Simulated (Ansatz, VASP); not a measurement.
## TiSi2 in VASP and in Ansatz

```
CELL_PARAMETERS angstrom
4.37296 0.00000 0.00000
-2.18648 3.78710 0.00000
0.00000 0.00000 2.56644
ATOMIC_POSITIONS crystal
Ti 0.00000 0.00000 0.00000
Si 0.33333 0.66667 0.50000
Si 0.66667 0.33333 0.50000
```

Change from the starting cell: species swapped into the ErGa2 type (P6/mmm, No. 191).

Alike in both runs: functional PBE; k mesh 12 × 12 × 14; occupations gaussian, width 0.1 eV; no spin polarisation.

Ansatz relaxed the structure, and its values are those at the end. VASP's run is a single point on that final structure, the one shown.

```csv
,VASP,Ansatz
version,VASP 6.6.1,Ansatz 0.2.0
potentials or method,"VASP PAW PBE potentials, release 64 (Ti_sv, Si), cutoff 520 eV","scalar-relativistic, plane waves, PAW"
valence electrons in the cell,20,20
```

```tsv
	VASP	Ansatz	Ansatz less VASP
gap on the k mesh at the Fermi level (eV)	none	none	-
pressure (GPa)	-0.1	0.0	+0.09
```

A gap of «none» marks a metal or a gap that the smearing closes.
